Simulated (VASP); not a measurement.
Runs of VASP 6.6.1 on LiFeN. The structure is that of space group P-6m2 (No. 187), or close to it. The cells are those of the table. 

| cell | gap on the mesh (eV) | moment (μB) |
| --- | --- | --- |
| a = 3.121, b = 3.121, c = 4.091 Å, angles 90.0, 90.0, 120.0°, 3 atoms | none | 3.11 |
| a = 3.059, b = 3.059, c = 4.258 Å, angles 90.0, 90.0, 120.0°, 3 atoms | none | 2.87 |
| a = 3.101, b = 3.101, c = 4.145 Å, angles 90.0, 90.0, 120.0°, 3 atoms | none | (a) |
| a = 3.039, b = 3.039, c = 4.316 Å, angles 90.0, 90.0, 120.0°, 3 atoms | none | 2.85 |
| a = 3.080, b = 3.080, c = 4.201 Å, angles 90.0, 90.0, 120.0°, 3 atoms | none | (b) |

Alike in all rows: task single point; level LDA+U; potentials or basis VASP PAW LDA potentials, release 64 (Li_sv, Fe, N); spin collinear, ferromagnetic start; Fe d U = 3.5 eV; k mesh 13 × 13 × 8; cutoff (eV) 520; smearing fermi-dirac 0.05 eV.

Question: Fill in the values left out.

Answer: (a) 2.95; (b) 2.89.

Caveats: a cell with one magnetic atom can't hold antiferromagnetic order, which such compounds often take.

A gap of «none» marks levels without a gap at the run's occupations.
